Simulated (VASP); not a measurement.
# BN (Fm-3m) in VASP: settings compared

Aim: see how the results for BN move with the level of theory and the settings. Levels: HSE06, r2SCAN0. Tasks: single point.

Program: VASP 6.6.1. These are calculated values, not measurements. Logs are shortened: lines on timing, memory, paths and dates and some standing lists are left out, and cuts for length are marked.

## (1) The cell of the first run

It takes space group Fm-3m (No. 225, cubic). The conventional cell has a = 3.468 Å, b = 3.468 Å, c = 3.468 Å, α = 90.00°, β = 90.00°, γ = 90.00°. B (site symmetry m-3m) has 6 N at 1.73 Å within 2.3 Å. Within 2.3 Å of N (site symmetry m-3m) lie 6 B at 1.73 Å.

## (2) Single point, HSE06

POSCAR reads:

```
BN
1.0
    0.0000000000      1.7339494133      1.7339494133
    1.7339494133      0.0000000000      1.7339494133
    1.7339494133      1.7339494133      0.0000000000
B N
1 1
Direct
    0.0000000000      0.0000000000      0.0000000000
    0.5000000000      0.5000000000      0.5000000000
```

INCAR.step1 reads:

```
SYSTEM = BN
  PREC = Accurate
  ENCUT = 520
  EDIFF = 1E-5
  ISMEAR = -1
  SIGMA = 0.02
  LREAL = .False.
  LASPH = .True.
  NELM = 60
  ALGO = Normal
  ISIF = 2
  LWAVE = .True.
  LCHARG = .False.
  GGA = PE
  NBANDS = 11
```

INCAR.step2 reads:

```
SYSTEM = BN
  PREC = Accurate
  ENCUT = 520
  EDIFF = 1E-7
  ISMEAR = -1
  SIGMA = 0.02
  LREAL = .False.
  LASPH = .True.
  NELM = 60
  ALGO = Normal
  ISIF = 2
  LWAVE = .False.
  LCHARG = .False.
  GGA = PE
  LHFCALC = .True.
  HFSCREEN = 0.2079
  PRECFOCK = Normal
  ISTART = 1
  NBANDS = 11
```

KPOINTS reads:

```
Automatic mesh
0
Gamma
  8 8 8
  0 0 0
```

Potentials or basis: VASP PAW PBE potentials, release 64 (B, N).

Launch:

```
$ cat potpaw_PBE.64/B/POTCAR potpaw_PBE.64/N/POTCAR > POTCAR
$ cp INCAR.step1 INCAR
$ mpirun -np 1 vasp_std > vasp.out
$ cp INCAR.step2 INCAR
$ mpirun -np 1 vasp_std > vasp.out
```

OUTCAR:

```text
SYSTEM = BN
   PREC = Accurate
   ENCUT = 520
   EDIFF = 1E-7
   ISMEAR = -1
   LREAL = .False.
   LASPH = .True.
   NELM = 60
   ISIF = 2
   GGA = PE
   LHFCALC = .True.
   HFSCREEN = 0.2079
   PRECFOCK = Normal
   ISTART = 1

 ion  position               nearest neighbor table
   1  0.000  0.000  0.000-   2 1.73   2 1.73   2 1.73   2 1.73   2 1.73   2 1.73
   2  0.500  0.500  0.500-   1 1.73   1 1.73   1 1.73   1 1.73   1 1.73   1 1.73

  LATTYP: Found a face centered cubic cell.
 ALAT       =     3.4678988266

  Lattice vectors:

 A1 = (   0.0000000000,   1.7339494133,   1.7339494133)
 A2 = (   1.7339494133,   0.0000000000,   1.7339494133)
 A3 = (   1.7339494133,   1.7339494133,   0.0000000000)

Analysis of symmetry for initial positions (statically):
=====================================================================
 Subroutine PRICEL returns:
 Original cell was already a primitive cell.

 Routine SETGRP: Setting up the symmetry group for a
 face centered cubic supercell.

 Subroutine GETGRP returns: Found 48 space group operations
 (whereof 48 operations were pure point group operations)
 out of a pool of 48 trial point group operations.

The static configuration has the point symmetry O_h .

Analysis of symmetry for dynamics (positions and initial velocities):
=====================================================================
 Subroutine PRICEL returns:
 Original cell was already a primitive cell.

 Routine SETGRP: Setting up the symmetry group for a
 face centered cubic supercell.

 Subroutine GETGRP returns: Found 48 space group operations
 (whereof 48 operations were pure point group operations)
 out of a pool of 48 trial point group operations.

The dynamic configuration has the point symmetry O_h .

 Subroutine INISYM returns: Found 48 space group operations
 (whereof 48 operations are pure point group operations),
 and found     1 'primitive' translations

----------------------------------------------------------------------------------------

                                     Primitive cell

  volume of cell :      10.4265

  direct lattice vectors                    reciprocal lattice vectors
     0.000000000  1.733949413  1.733949413    -0.288359047  0.288359047  0.288359047
     1.733949413  0.000000000  1.733949413     0.288359047 -0.288359047  0.288359047
     1.733949413  1.733949413  0.000000000     0.288359047  0.288359047 -0.288359047

  length of vectors
     2.452174777  2.452174777  2.452174777     0.499452520  0.499452520  0.499452520

  position of ions in fractional coordinates (direct lattice)
     0.000000000  0.000000000  0.000000000
     0.500000000  0.500000000  0.500000000

  ion indices of the primitive-cell ions
   primitive index   ion index
                 1           1
                 2           2

----------------------------------------------------------------------------------------

 KPOINTS: Automatic mesh

Automatic generation of k-mesh.
 Grid dimensions read from file:
 generate k-points for:    8    8    8

 Generating k-lattice:

  Cartesian coordinates                     Fractional coordinates (reciprocal lattice)
    -0.036044881  0.036044881  0.036044881     0.125000000  0.000000000  0.000000000
     0.036044881 -0.036044881  0.036044881     0.000000000  0.125000000  0.000000000
     0.036044881  0.036044881 -0.036044881     0.000000000  0.000000000  0.125000000

  Length of vectors
     0.062431565  0.062431565  0.062431565

  Shift w.r.t. Gamma in fractional coordinates (k-lattice)
     0.000000000  0.000000000  0.000000000

 Subroutine IBZKPT returns following result:
 ===========================================

 Found     29 irreducible k-points:

 Following reciprocal coordinates:
            Coordinates               Weight
  0.000000  0.000000  0.000000      1.000000
  0.125000  0.000000  0.000000      8.000000
  0.250000  0.000000  0.000000      8.000000
  0.375000  0.000000  0.000000      8.000000
  0.500000  0.000000  0.000000      4.000000
  0.125000  0.125000  0.000000      6.000000
[... 16 lines left out ...]
  0.500000  0.250000  0.125000     48.000000
 -0.375000  0.250000  0.125000     24.000000
 [... further k-points ...]
   k-points           NKPTS =     29   k-points in BZ     NKDIM =    512   number of bands    NBANDS=     11
   number of dos      NEDOS =    301   number of ions     NIONS =      2
   total plane-waves  NPLWV =   5832
   dimension x,y,z NGX =    18 NGY =   18 NGZ =   18
   dimension x,y,z NGXF=    36 NGYF=   36 NGZF=   36
   ions per type =               1   1
   NGX,Y,Z   is equivalent  to a cutoff of  12.20, 12.20, 12.20 a.u.
   NGXF,Y,Z  is equivalent  to a cutoff of  24.41, 24.41, 24.41 a.u.
 SYSTEM =  BN
   PREC   = accura    normal or accurate (medium, high low for compatibility)
   ISTART =      1    job   : 0-new  1-cont  2-samecut
   ICHARG =      0    charge: 1-file 2-atom 10-const
   ISPIN  =      1    spin polarized calculation?
   LNONCOLLINEAR =      F non collinear calculations
   LSORBIT =      F    spin-orbit coupling
   LASPH  =      T    aspherical Exc in radial PAW
   ENCUT  =  520.0 eV  38.22 Ry    6.18 a.u.   4.56  4.56  4.56*2*pi/ulx,y,z
   NELM   =     60;   NELMIN=  2; NELMDL=  0     # of ELM steps
   EDIFF  = 0.1E-06   stopping-criterion for ELM
   LREAL  =      F    real-space projection
   EDIFFG = 0.1E-05   stopping-criterion for IOM
   NSW    =      0    number of steps for IOM
   IBRION =     -1    ionic relax: 0-MD 1-quasi-New 2-CG
   NFREE  =      0    steps in history (QN), initial steepest desc. (CG)
   ISIF   =      2    stress and relaxation
   ISYM   =      3    0-nonsym 1-usesym 2-fastsym
   POTIM  = 0.5000    time-step for ionic-motion
   TEBEG  =    0.0;   TEEND  =   0.0 temperature during run
   PSTRESS=    0.0 pullay stress
   NELECT =       8.0000    total number of electrons
   NUPDOWN=      -1.0000    fix difference up-down
   EMIN   =  10.00;   EMAX   =-10.00  energy-range for DOS
   EFERMI =   0.00;   METHOD = LEGACY
   ISMEAR =    -1;   SIGMA  =   0.02  broadening in eV -4-tet -1-fermi 0-gaus
   EFERMI_NEDOS =   21; number of points for ismear=-14 and -15
   IALGO  =     38    algorithm
   IMIX   =      1    mixing-type and parameters
     AMIX     =   0.40;   BMIX     =  1.00
     AMIX_MAG =   1.60;   BMIX_MAG =  1.00
  volume/ion in A,a.u.               =       5.21        35.18
  Fermi-wavevector in a.u.,A,eV,Ry     =   1.498736  2.832200 30.561527  2.246209
  Thomas-Fermi vector in A             =   2.610456
   LORBIT       =      0    0 simple, 1 ext, 2 COOP (PROOUT), +10 PAW based schemes
   GGA     = PE    functional components
   LHFCALC =     T    Hartree Fock is set to
   PRECFOCK=normal    Normal, Fast or Accurate (Low or Medium for compatibility)
   ENCUT4O =  -1.0   cutoff for four orbital integrals eV
   NKREDX  =     1    reduce k-point grid by
   NKREDY  =     1    reduce k-point grid by
   NKREDZ  =     1    reduce k-point grid by
   AEXX    =    0.2500 exact exchange contribution
   HFSCREEN=    0.2079 screening length (either q_TF or 0.3 A-1)
   HFSCREENC=   0.2079 screening length for correlation (either q_TF or 0.3 A-1)
   ENCUTFOCK=  -1.0 apply spherical cutoff to Coloumb kernel
   IVDW    =     0    specifies the selected vdW correction
   LEPSILON=     F    determine dielectric tensor
   LRPA    =     F    only Hartree local field effects (RPA)
 non-spin polarized calculation
  energy-cutoff  :      520.00
  volume of cell :       10.43
 maximum number of plane-waves:       295
  NGX = 14; NGY = 14; NGZ = 14

 number of electron       7.9999997 magnetization

 Free energy of the ion-electron system (eV)
  ---------------------------------------------------
  ext. energy  EPLUGINS =         0.00000000
  ---------------------------------------------------
  free energy    TOTEN  =       -16.58792426 eV

  energy without entropy =      -16.58792426  energy(sigma->0) =      -16.58792426

 E-fermi :  10.4633     XC(G=0): -11.2737

 val. band max:        9.9808708999   @ k =  -0.2500   0.1250   0.0000
 cond. band min:      12.4794308695   @ k =   0.5000   0.5000   0.0000
 fundamental gap:      2.4985599696
 Fermi energy:        10.4633038504

 k-point     1 :       0.0000    0.0000    0.0000
  band No.  band energies     occupation
      1     -14.8594      2.00000
      2       9.0557      2.00000
      3       9.0557      2.00000
      4       9.0557      2.00000
      5      21.4550      0.00000
      6      24.4307      0.00000
      7      24.4307      0.00000
      8      24.4307      0.00000
      9      30.2714      0.00000
     10      30.2714      0.00000
     11      30.2714      0.00000

 k-point     2 :       0.1250    0.0000    0.0000
  band No.  band energies     occupation
      1     -14.3794      2.00000
      2       7.0902      2.00000
      3       9.0358      2.00000
      4       9.0358      2.00000
      5      21.7018      0.00000
      6      22.8348      0.00000
      7      22.8348      0.00000
      8      24.2740      0.00000
      9      29.4376      0.00000
     10      31.4455      0.00000
     11      31.4455      0.00000

 k-point     3 :       0.2500    0.0000    0.0000
  band No.  band energies     occupation
      1     -12.9701      2.00000
      2       2.8788      2.00000
      3       9.0675      2.00000
      4       9.0675      2.00000
      5      19.9429      0.00000
      6      19.9429      0.00000
      7      20.5916      0.00000
      8      25.2677      0.00000
      9      30.2851      0.00000
     10      34.6479      0.00000
     11      34.6479      0.00000

 k-point     4 :       0.3750    0.0000    0.0000
  band No.  band energies     occupation
      1     -10.8090      2.00000
      2      -1.4863      2.00000
      3       9.2386      2.00000
      4       9.2386      2.00000
      5      17.6001      0.00000
      6      17.6001      0.00000
      7      19.4392      0.00000
      8      26.0737      0.00000
      9      32.9158      0.00000
     10      39.4512      0.00000
     11      39.4512      0.00000

 k-point     5 :       0.5000    0.0000    0.0000
  band No.  band energies     occupation
      1      -9.1659      2.00000
      2      -3.9317      2.00000
      3       9.3670      2.00000
      4       9.3670      2.00000
      5      16.6895      0.00000
      6      16.6895      0.00000
      7      19.0291      0.00000
      8      26.3090      0.00000
      9      35.0299      0.00000
     10      40.8355      0.00000
     11      44.4517      0.00000
[... 211 lines left out ...]
 k-point    21 :       0.5000    0.5000    0.0000
  band No.  band energies     occupation
      1      -6.0533      2.00000
      2      -3.1340      2.00000
      3       3.7961      2.00000
      4       3.7961      2.00000
      5      12.4794      0.00000
      6      20.0339      0.00000
      7      27.3117      0.00000
      8      27.3117      0.00000
      9      29.1409      0.00000
     10      45.4361      0.00000
     11      48.0556      0.00000

 k-point    22 :       0.3750    0.2500    0.1250
  band No.  band energies     occupation
      1     -11.7136      2.00000
      2       3.1290      2.00000
      3       4.5750      2.00000
      4       8.3562      2.00000
      5      16.2613      0.00000
      6      21.4873      0.00000
      7      24.2861      0.00000
      8      25.1846      0.00000
      9      27.3996      0.00000
     10      37.9390      0.00000
     11      41.4347      0.00000

 k-point    23 :       0.5000    0.2500    0.1250
  band No.  band energies     occupation
      1      -9.5795      2.00000
      2      -0.4635      2.00000
      3       3.8422      2.00000
      4       7.0606      2.00000
      5      16.7494      0.00000
      6      19.6999      0.00000
      7      24.0236      0.00000
      8      26.6967      0.00000
      9      29.7192      0.00000
     10      39.3346      0.00000
     11      41.4489      0.00000

 k-point    24 :      -0.3750    0.2500    0.1250
  band No.  band energies     occupation
      1      -7.9689      2.00000
      2      -2.7884      2.00000
      3       3.9615      2.00000
      4       6.2217      2.00000
      5      17.7229      0.00000
      6      18.3870      0.00000
      7      23.7491      0.00000
      8      27.4192      0.00000
      9      33.0700      0.00000
     10      34.9911      0.00000
     11      45.1908      0.00000

 [... further k-points ...]

------------------------ aborting loop because EDIFF is reached ----------------------------------------

  FORCE on cell =-STRESS in cart. coord.  units (eV):
  Direction    XX          YY          ZZ          XY          YZ          ZX
  --------------------------------------------------------------------------------------
  -------------------------------------------------------------------------------------
  Total        0.0214481      0.0214481      0.0214481      0.0000000      0.0000000      0.0000000
  in kB        3.2958013      3.2958013      3.2958013      0.0000000      0.0000000      0.0000000
  external PRESSURE =       3.2958013 kB  Pullay stress =       0.0000000 kB

 VOLUME and BASIS-vectors are now :
 -----------------------------------------------------------------------------
  energy-cutoff  :      520.00
  volume of cell :       10.43
      direct lattice vectors                 reciprocal lattice vectors
     0.000000000  1.733949413  1.733949413    -0.288359047  0.288359047  0.288359047
     1.733949413  0.000000000  1.733949413     0.288359047 -0.288359047  0.288359047
     1.733949413  1.733949413  0.000000000     0.288359047  0.288359047 -0.288359047

 POSITION                                       TOTAL-FORCE (eV/Angst)
 -----------------------------------------------------------------------------------
      0.00000      0.00000      0.00000        -0.000000      0.000000     -0.000000
      1.73395      1.73395      1.73395         0.000000     -0.000000      0.000000
 -----------------------------------------------------------------------------------
    total drift:                                0.000000      0.000000      0.000000

  FREE ENERGIE OF THE ION-ELECTRON SYSTEM (eV)
  ---------------------------------------------------
  free  energy   TOTEN  =       -16.5879242636 eV

  energy  without entropy=      -16.5879242636  energy(sigma->0) =      -16.58792426
```

It took 7.6 min on 1 thread of Intel Xeon Platinum 8375C at 2.90GHz (Ice Lake), shared host; peak memory 0.22 GiB.

What came out:

```
Free energy            : -16.5879 eV
Pressure               : 0.3 GPa
Band gap on the k mesh : 2.50 eV (least direct gap 7.32 eV)
```

Caveat: the structure was generated, so it needn't be the stable form of BN; the PAW data sets were made with another functional, which shifts forces and pressure a little. A k mesh can miss the band edges.

## (3) Single point, HSE06

This run uses another cell than the first one, of 5.32 Å³/atom.

POSCAR reads:

```
BN
1.0
    0.0000000000      1.7458259068      1.7458259068
    1.7458259068      0.0000000000      1.7458259068
    1.7458259068      1.7458259068      0.0000000000
B N
1 1
Direct
    0.0000000000      0.0000000000      0.0000000000
    0.5000000000      0.5000000000      0.5000000000
```

INCAR.step1 reads:

```
SYSTEM = BN
PREC     = Accurate       ! precision mode
ENCUT    = 520            ! plane-wave cutoff, eV
EDIFF    = 1E-5           ! SCF threshold, eV
ISMEAR   = 0              ! smearing method
SIGMA    = 0.01           ! smearing width, eV
LREAL    = .FALSE.        ! projectors in reciprocal space
LASPH    = .TRUE.         ! aspherical terms in the spheres
NELM     = 80             ! most SCF steps
ALGO     = Normal         ! electronic algorithm
ISIF     = 2              ! what is computed and relaxed
LWAVE    = .TRUE.         ! write WAVECAR
LCHARG   = .FALSE.        ! write CHGCAR
GGA      = PE             ! functional
NBANDS   = 11             ! bands
```

INCAR.step2 reads:

```
SYSTEM = BN
PREC     = Accurate       ! precision mode
ENCUT    = 520            ! plane-wave cutoff, eV
EDIFF    = 1E-6           ! SCF threshold, eV
ISMEAR   = 0              ! smearing method
SIGMA    = 0.01           ! smearing width, eV
LREAL    = .FALSE.        ! projectors in reciprocal space
LASPH    = .TRUE.         ! aspherical terms in the spheres
NELM     = 80             ! most SCF steps
ALGO     = Normal         ! electronic algorithm
ISIF     = 2              ! what is computed and relaxed
LWAVE    = .FALSE.        ! write WAVECAR
LCHARG   = .FALSE.        ! write CHGCAR
GGA      = PE             ! functional
LHFCALC  = .TRUE.         ! exact exchange
HFSCREEN = 0.2079         ! screening, 1/A
PRECFOCK = Normal       
ISTART   = 1            
NBANDS   = 11             ! bands
```

KPOINTS reads:

```
Automatic mesh
0
G
  8 8 8
  0 0 0
```

Potentials or basis: VASP PAW PBE potentials, release 64 (B, N).

Launch:

```
$ cat potpaw_PBE.64/B/POTCAR potpaw_PBE.64/N/POTCAR > POTCAR
$ cp INCAR.step1 INCAR
$ mpirun -np 1 vasp_std > vasp.out
$ cp INCAR.step2 INCAR
$ mpirun -np 1 vasp_std > vasp.out
```

Wall time 7.5 min (1 thread of Intel Xeon Platinum 8375C at 2.90GHz (Ice Lake), shared host); peak memory 0.22 GiB.

It converged, with:

* Free energy: -16.5830 eV
* Pressure: -8.1 GPa
* Band gap on the k mesh: 2.32 eV (least direct gap 7.24 eV)

Levels at points of the mesh, in eV from the valence-band top:
```tsv
k point	band 1	band 2	band 3	band 4	band 5	band 6	band 7	band 8
(0.00, 0.00, 0.00)	-24.55	-0.92	-0.92	-0.92	11.00	14.22	14.22	14.22
(0.50, 0.00, 0.00)	-18.96	-13.71	-0.60	-0.60	6.64	6.64	8.83	15.94
(0.50, 0.50, 0.00)	-15.95	-12.87	-6.07	-6.07	2.32	10.07	17.02	17.02
```

Caveat: the cell stands under tension; the structure was generated, so it needn't be the stable form of BN; the PAW data sets were made with another functional, which shifts forces and pressure a little.

## (4) Single point, r2SCAN0

This run uses another cell than the first one, of 5.32 Å³/atom.

POSCAR is that of step 3.

INCAR.step1 reads:

```
ALGO = Normal ; EDIFF = 1E-5
ENCUT = 520 ; GGA = PE
ISIF = 2 ; ISMEAR = 0
LASPH = True ; LCHARG = False
LREAL = False ; LWAVE = True
NBANDS = 11 ; NELM = 100
PREC = Accurate ; SIGMA = 0.01
```

INCAR.step2 reads:

```
AEXX = 0.25 ; ALGO = Normal
EDIFF = 1E-6 ; ENCUT = 520
ISIF = 2 ; ISMEAR = 0
ISTART = 1 ; LASPH = True
LCHARG = False ; LHFCALC = True
LMIXTAU = True ; LREAL = False
LWAVE = False ; METAGGA = R2SCAN
NBANDS = 11 ; NELM = 100
PREC = Accurate ; PRECFOCK = Normal
SIGMA = 0.01
```

KPOINTS reads:

```
k-points
0
Gamma
  8 8 8
```

Launch:

```
$ cat potpaw_PBE.64/B/POTCAR potpaw_PBE.64/N/POTCAR > POTCAR
$ cp INCAR.step1 INCAR
$ mpirun -np 1 vasp_std > vasp.out
$ cp INCAR.step2 INCAR
$ mpirun -np 1 vasp_std > vasp.out
```

It took 10 min on 1 thread of AMD EPYC 7R13 (Zen 3), shared host; peak memory 0.1 GiB.

The run converged. Its results:

* Free energy: -18.6350 eV
* Pressure: -9.2 GPa
* Band gap on the k mesh: 3.17 eV (least direct gap 8.43 eV)

Levels at points of the mesh, in eV from the valence-band top:
```tsv
k point	band 1	band 2	band 3	band 4	band 5	band 6	band 7	band 8	band 9
(0.00, 0.00, 0.00)	-25.32	-0.91	-0.91	-0.91	12.15	15.72	15.72	15.72	21.45
(0.50, 0.00, 0.00)	-19.61	-14.09	-0.62	-0.62	7.81	7.81	10.03	17.36	26.63
(0.50, 0.50, 0.00)	-16.60	-13.15	-6.21	-6.21	3.17	11.36	18.61	18.61	20.46
```

Caveat: the cell stands under tension; the structure was generated, so it needn't be the stable form of BN; the PAW data sets were made with another functional, which shifts forces and pressure a little. A k mesh can miss the band edges.

## (5) The runs side by side

```csv
level,cell,smearing,screening parameter,gap on the mesh (eV),pressure (GPa)
HSE06,"a = 2.452 Å, angles 60.0°, 2 atoms",fermi-dirac 0.02 eV,0.2079 1/Å,2.50,0.3
HSE06,"a = 2.469 Å, angles 60.0°, 2 atoms",gaussian 0.01 eV,0.2079 1/Å,2.32,-8.1
r2SCAN0,"a = 2.469 Å, angles 60.0°, 2 atoms",gaussian 0.01 eV,-,3.17,-9.2
```

Alike in all rows: task single point; potentials or basis VASP PAW PBE potentials, release 64 (B, N); no spin polarisation; k mesh 8 × 8 × 8; cutoff (eV) 520.

Caveats: the structure was generated, so it needn't be the stable form of BN; the PAW data sets were made with another functional, which shifts forces and pressure a little; the cell stands under tension (at least some runs).

Total energies depend on the potentials used, so only differences within one code and one set of settings carry meaning.
